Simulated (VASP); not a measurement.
Here is a VASP 6.6.1 calculation.

Contents of INCAR:

```
SYSTEM = SnO
PREC     = Accurate       ! precision mode
ENCUT    = 520            ! plane-wave cutoff, eV
EDIFF    = 1E-6           ! SCF threshold, eV
ISMEAR   = 0              ! smearing method
SIGMA    = 0.05           ! smearing width, eV
LREAL    = .False.        ! projectors in reciprocal space
LASPH    = .True.         ! aspherical terms in the spheres
NELM     = 100            ! most SCF steps
ALGO     = Normal         ! electronic algorithm
ISIF     = 2              ! what is computed and relaxed
LWAVE    = .False.        ! write WAVECAR
LCHARG   = .False.        ! write CHGCAR
GGA      = CA             ! functional
NBANDS   = 28             ! bands
```

KPOINTS

```
Automatic mesh
0
Gamma
  8 6 6
  0 0 0
```

POSCAR

```
SnO
1.0
    3.3550050000      0.0000000000      0.0000000000
    0.0000000000      5.6741040000      0.0000000000
    0.0000000000      0.0000000000      4.2219700000
Sn O
2 2
Direct
    0.0000000000      0.2319090000      0.4598513428
    0.5000000000      0.7680910000      0.0131440000
    0.0000000000      0.8912500000      0.7368570000
    0.5000000000      0.1087500000      0.2368570000
```

Potentials or basis: VASP PAW LDA potentials, release 64 (Sn_d, O).

Run with:

```sh
$ cat potpaw_LDA.64/Sn_d/POTCAR potpaw_LDA.64/O/POTCAR > POTCAR
$ mpirun -np 1 vasp_std > vasp.out
```

**Question.** What does it give for the band gap on the k mesh?

**Answer.** 1.32 eV (least direct gap 2.02 eV).

**Question.** Estimate the largest force.

**Answer.** 1.540 eV/Å.

**Question.** Predict the pressure.

**Answer.** -2.6 GPa.

Forces on the atoms (eV/Å):
```
Sn   0.000  0.172  1.531
Sn   0.000  0.415 -0.618
O    0.000  0.423  0.039
O    0.000 -1.010 -0.952
```

Caveat: the cell differs from its parent crystal (atom 1 (Sn) moved by (+0.000, -0.225) A along [1 1 0] and z); spin-orbit coupling is left out, which moves the levels of the heavy elements; forces of over 1 eV/Å act on the atoms, so gaps and moduli don't describe the material at rest. A k mesh can miss the band edges.
